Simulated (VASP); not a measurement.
**Rb: single point with PBE**

Rb:

```
Rb
1.0
     5.74000    0.00000    0.00000
     0.00000    4.64000    0.00000
     0.00000    0.00000   12.38000
Rb
4
Direct
  0.04700 0.25000 0.89300
  0.45300 0.75000 0.39300
  0.54700 0.25000 0.60700
  0.96092 0.74820 0.10546
```

```json
{"Program": "VASP 6.6.1", "Task": "single point", "Functional": "PBE", "Potentials or basis": "VASP PAW PBE potentials, release 64 (Rb_sv)", "Cutoff": "520 eV", "k mesh": "6 × 8 × 4", "Occupations": "gaussian, width 0.05 eV", "Spin": "no spin polarisation", "Dipole correction": "no", "Further INCAR settings": "ALGO = Fast; EDIFF = 1e-06; NBANDS = 26"}
```

| Property | Result |
| --- | --- |
| Pressure | 1.1 GPa |
| Largest force | 0.800 eV/Å |
| Band gap on the k mesh | zero (bands 18 and 19 overlap by 1.50 eV) |

Forces in eV/Å, atoms in the order of the input:
```
Rb   0.192 -0.005 -0.770
Rb  -0.195  0.001 -0.747
Rb   0.202  0.000  0.743
Rb  -0.199  0.004  0.774
```

Stress tensor (GPa, compression positive):
```
-0.58  0.00  0.03
 0.00  1.90  0.01
 0.03  0.01  2.09
```

Levels at points of the mesh, in eV from the Fermi level:
```
           k point  band 15  band 16  band 17  band 18  band 19  band 20  band 21  band 22
(0.00, 0.00, 0.00)   -13.28   -13.26    -2.16    -1.04    -0.90     0.70     1.28     1.37
(0.50, 0.00, 0.00)   -13.28   -13.28    -0.90    -0.89     0.07     0.07     0.26     0.27
(0.00, 0.50, 0.00)   -13.25   -13.25    -0.17    -0.17     0.61     0.61     0.77     0.77
(0.50, 0.50, 0.00)   -13.27   -13.27     0.60     0.60     0.60     0.61     1.26     1.26
(0.00, 0.00, 0.50)   -13.29   -13.29    -1.84    -1.84     0.11     0.12     1.47     1.48
(0.50, 0.00, 0.50)   -13.29   -13.28    -0.83    -0.82    -0.31    -0.30     0.72     0.73
(0.00, 0.50, 0.50)   -13.26   -13.26    -0.09    -0.08     0.22     0.22     1.28     1.28
(0.50, 0.50, 0.50)   -13.27   -13.27     0.60     0.61     0.61     0.61     1.22     1.23
```

Run time: 9.5 min on 1 thread of Intel(R) Xeon(R) 6975P-C (Granite Rapids) (shared host), peak memory 0.8 GiB.
